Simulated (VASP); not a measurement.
Write the native input for VASP 6.6.1 that does the following.

```yaml
Task: single point
Functional: PBEsol
Dispersion: D3(BJ)
Potentials_or_basis: VASP PAW PBE potentials, release 64 (Te, Mo_sv, H)
Cutoff: 400 eV
k_mesh: 9 × 9 × 2
Occupations: gaussian, width 0.05 eV
Spin: no spin polarisation
Dipole_correction: no
Further_INCAR_settings: ALGO = Normal; EDIFF = 1e-06; NBANDS = 50
```

The structure of Te6Mo3H (a cell with a defect) lies in POSCAR:

```
Te6Mo3H
1.0
    3.4334342720      0.0000000000      0.0000000000
   -1.7167171360      2.9734413017      0.0000000000
    0.0000000000      0.0000000000     20.7704294686
Te Mo H
6 3 1
Direct
    0.0000000000      0.0000000000      0.9125759363
    0.3333333333      0.6666666667      0.5917818730
    0.3333333333      0.6666666667      0.2333053354
    0.3333333333      0.6666666667      0.7666946646
    0.3333333333      0.6666666667      0.4082181270
    0.0000000000      0.0000000000      0.0874240637
    0.0000000000      0.0000000000      0.6791511892
    0.0000000000      0.0000000000      0.3208488108
    0.3333333333      0.6666666667      0.0000000000
    0.4476901700      0.3905117517      0.0023436347
```

The input as run:

INCAR

```
SYSTEM = Te6Mo3H
ALGO = Normal ; EDIFF = 1E-6
ENCUT = 400 ; GGA = PS
GGA_COMPAT = .FALSE. ; ISIF = 2
ISMEAR = 0 ; IVDW = 12
LASPH = .TRUE. ; LCHARG = .FALSE.
LREAL = .FALSE. ; LWAVE = .FALSE.
NBANDS = 50 ; NELM = 120
PREC = Accurate ; SIGMA = 0.05
```

KPOINTS

```
k-points
0
G
  9 9 2
  0 0 0
```

Potentials or basis: VASP PAW PBE potentials, release 64 (Te, Mo_sv, H).

Launch:

```sh
$ cat potpaw_PBE.64/Te/POTCAR potpaw_PBE.64/Mo_sv/POTCAR potpaw_PBE.64/H/POTCAR > POTCAR
$ mpirun -np 1 vasp_std > vasp.out
```

Results of the run:

```json
{"Pressure": "7.6 GPa", "Largest force": "18.701 eV/Å", "Band gap on the k mesh": "zero (an odd number of electrons rules out a gap without spin polarisation)", "Dispersion energy per atom": "-0.504 eV"}
```

Caveat: atoms lie so close that the PAW spheres overlap strongly, which falsifies energies and pressures; the PAW data sets were made with another functional, which shifts forces and pressure a little; spin-orbit coupling is left out, which moves the levels of the heavy elements.

Run time: 7.4 min on 1 thread of Intel(R) Xeon(R) 6975P-C (Granite Rapids), on a shared host, peak memory 0.59 GiB.
